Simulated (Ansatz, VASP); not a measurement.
**Be: VASP beside Ansatz**

File INCAR:

```
PREC = Accurate
ENCUT = 520
EDIFF = 1E-7
ISMEAR = -1
SIGMA = 0.05
LREAL = False
LASPH = True
NELM = 80
ALGO = Normal
ISIF = 2
LWAVE = False
LCHARG = False
GGA = PE
NBANDS = 7
```

File KPOINTS:

```
regular mesh
0
Gamma
  20 20 18
```

File POSCAR:

```
Be
1.0
    1.6897228717      0.0000000000      0.0000000000
   -0.8448614359      1.4633429323      0.0000000000
    0.0000000000      0.0000000000      1.5851293412
Be
1
Direct
    0.0000000000      0.0000000000      0.0000000000
```

Input for Ansatz:

```yaml
crystal:
  lattice:
    - [1.6897228717, 0.0, 0.0]
    - [-0.8448614359, 1.4633429323, 0.0]
    - [0.0, 0.0, 1.5851293412]
  atoms:
    - { symbol: Be, position: [0.0, 0.0, 0.0] }
kpoints:
  mp_grid: { grid: [20, 20, 18] }
scf:
  occupations: { method: fermi_dirac, width: 0.05 }
hamiltonian:
  xc: pbe
  pseudopotentials: { kind: nc }
output:
  forces: true
  stress: true
  eigenvalues: true
```

Change from the starting cell: volume scaled by 0.4, norm-conserving files.

Alike in both runs: task single point; functional PBE; k mesh 20 × 20 × 18; occupations fermi-dirac, width 0.05 eV; no spin polarisation.

|  | VASP | Ansatz |
| --- | --- | --- |
| version | VASP 6.6.1 | Ansatz 0.2.0 |
| potentials or method | VASP PAW PBE potentials, release 64 (Be) | norm-conserving pseudopotentials, scalar-relativistic |
| plane-wave cutoff (eV) | 520 | 1800 |
| valence electrons in the cell | 2 | 4 |

Ansatz gave:

- pressure (GPa): 307.0
- traceless stress, the component that is largest in VASP (GPa): 0.07

Q: Estimate VASP's values.

A: Pressure (GPa): 305.8; traceless stress, the component that is largest in VASP (GPa): 0.01.

Both programs put the cell under a high pressure, so it lies far from rest at this level. With one functional, cell and mesh, what is left measures potentials, basis and numerics. VASP's potentials hold 2 valence electrons a cell and Ansatz's 4, so a difference there can come from the potentials and not from the codes.

Noted on VASP's run: the cell as given lies far from equilibrium.
